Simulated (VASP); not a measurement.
Input of a VASP 6.6.1 run:

The input INCAR:

```
PREC     = Accurate       # precision mode
ENCUT    = 840            # plane-wave cutoff, eV
EDIFF    = 1E-6           # SCF threshold, eV
ISMEAR   = 0              # smearing method
SIGMA    = 0.01           # smearing width, eV
LREAL    = False          # projectors in reciprocal space
LASPH    = True           # aspherical terms in the spheres
NELM     = 120            # most SCF steps
ALGO     = Normal         # electronic algorithm
ISIF     = 2              # what is computed and relaxed
LWAVE    = False          # write WAVECAR
LCHARG   = False          # write CHGCAR
GGA      = CA             # functional
NBANDS   = 15             # bands
GGA_COMPAT= False
```

File KPOINTS:

```
Automatic mesh
0
Gamma
  10 10 10
```

The input POSCAR:

```
MgO
1.0
    0.0000000000      2.1021680189      2.1021680189
    2.1021680189      0.0000000000      2.1021680189
    2.1021680189      2.1021680189      0.0000000000
Mg O
1 1
Direct
    0.0000000000      0.0000000000      0.0000000000
    0.5000000000      0.5000000000      0.5000000000
```

Potentials or basis: VASP PAW LDA potentials, release 64 (Mg_sv, O).

Launch:

```bash
$ cat potpaw_LDA.64/Mg_sv/POTCAR potpaw_LDA.64/O/POTCAR > POTCAR
$ mpirun -np 1 vasp_std > vasp.out
```

Question: Predict the pressure.

Answer: -4.7 GPa.

Question: Estimate the band gap on the k mesh.

Answer: 4.72 eV.

Caveat: the cell stands under tension.
